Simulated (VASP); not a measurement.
Cu:

```
CELL_PARAMETERS angstrom
1.21846 -3.97638 0.00000
1.21846 3.97638 0.00000
0.00000 0.00000 2.47550
ATOMIC_POSITIONS crystal
Cu 0.86613 0.13387 0.75000
Cu 0.13387 0.86613 0.25000
```

Program: VASP 6.6.1. Alike in all runs: task single point; no spin polarisation; cell as given; cutoff (eV) 520.

**Question.** Order these runs on this cell by their pressure, lowest first.
A. level PBE; potentials or basis VASP PAW PBE potentials, release 64 (Cu); k mesh 11 × 11 × 11; smearing gaussian 0.05 eV
B. level LDA; potentials or basis VASP PAW LDA potentials, release 64 (Cu); k mesh 6 × 6 × 6; smearing fermi-dirac 0.05 eV
C. level r2SCAN; potentials or basis VASP PAW PBE potentials, release 64 (Cu); k mesh 6 × 6 × 6; smearing fermi-dirac 0.05 eV
D. level PBEsol; potentials or basis VASP PAW PBE potentials, release 64 (Cu); k mesh 11 × 11 × 11; smearing fermi-dirac 0.05 eV

**Answer.** B (-6.8 GPa), D (-0.8 GPa), C (1.0 GPa), A (7.0 GPa).

Caveats: some runs use coarse meshes; the PAW data sets were made with another functional, which shifts forces and pressure a little (some runs).
